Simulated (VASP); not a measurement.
Input of a VASP 6.6.1 run:

File INCAR:

```
PREC = Accurate
ENCUT = 520
EDIFF = 1E-7
ISMEAR = 0
SIGMA = 0.1
LREAL = False
LASPH = True
NELM = 80
ALGO = Normal
ISIF = 2
LWAVE = False
LCHARG = False
GGA = PE
NBANDS = 24
```

The input KPOINTS:

```
regular mesh
0
Gamma
  6 6 6
```

The input POSCAR:

```
PbO3
1.0
    0.0000000000      2.8089060668      2.8089060668
    2.8089060668      0.0000000000      2.8089060668
    2.8089060668      2.8089060668      0.0000000000
Pb O
1 3
Direct
    0.5000000000      0.5000000000      0.5000000000
    0.2500000000      0.2500000000      0.2500000000
    0.7500000000      0.7500000000      0.7500000000
    0.0000000000      0.0000000000      0.0000000000
```

Potentials or basis: VASP PAW PBE potentials, release 64 (Pb_d, O).

The run is started by

```console
$ cat potpaw_PBE.64/Pb_d/POTCAR potpaw_PBE.64/O/POTCAR > POTCAR
$ mpirun -np 1 vasp_std > vasp.out
```

Predict the band gap on the k mesh.

zero (band 16 reaches 5.95 eV, above the bottom of band 17 at 4.76 eV).

What does it give for the pressure?

0.1 GPa.

Caveat: spin-orbit coupling is left out, which moves the levels of the heavy elements.
